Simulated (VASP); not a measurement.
Set up this calculation in VASP 6.6.1, as the native input.

- Task: electric field gradients
- Functional: LDA
- Potentials or basis: VASP PAW LDA potentials, release 64 (Sb)
- Cutoff: 520 eV
- k mesh: 12 × 12 × 12
- Occupations: fermi-dirac, width 0.03 eV
- Spin: no spin polarisation
- Dipole correction: no
- Further INCAR settings: ALGO = Normal; EDIFF = 1e-08; NBANDS = 12

The structure of Sb lies in POSCAR:

```
Sb
1.0
    2.1361663378      1.2333162102      3.7188717261
   -2.1361663378      1.2333162102      3.7188717261
    0.0000000000     -2.4666324202      3.7188717261
Sb
2
Direct
    0.2336400000      0.2336400000      0.2336400000
    0.7663600000      0.7663600000      0.7663600000
```

One way to write it, as run:

INCAR

```
SYSTEM = Sb
PREC = Accurate ; ENCUT = 520
EDIFF = 1E-8 ; ISMEAR = -1
SIGMA = 0.03 ; LREAL = .False.
LASPH = .True. ; NELM = 80
ALGO = Normal ; ISIF = 2
LWAVE = .False. ; LCHARG = .False.
GGA = CA ; LEFG = .True.
NBANDS = 12
```

KPOINTS

```
regular mesh
0
Gamma
  12 12 12
  0 0 0
```

Potentials or basis: VASP PAW LDA potentials, release 64 (Sb).

Launch:

```bash
$ cat potpaw_LDA.64/Sb/POTCAR > POTCAR
$ mpirun -np 1 vasp_std > vasp.out
```

It gave:

```json
{
  "Pressure": "0.7 GPa",
  "Largest force": "0.248 eV/Å",
  "Band gap on the k mesh": "zero (bands 5 and 6 overlap by 0.32 eV)",
  "Largest electric field gradient by atom": "Sb -42.9 V/Å²"
}
```

Caveat: without QUAD_EFG the Cq values of the log hold for a quadrupole moment of 1 mb, not for the nuclei; spin-orbit coupling is left out, which moves the levels of the heavy elements.

It took 55 s on 1 thread of AMD EPYC 9R45 96-Core Processor (Zen 5), on a shared host, peak memory 0.22 GiB.
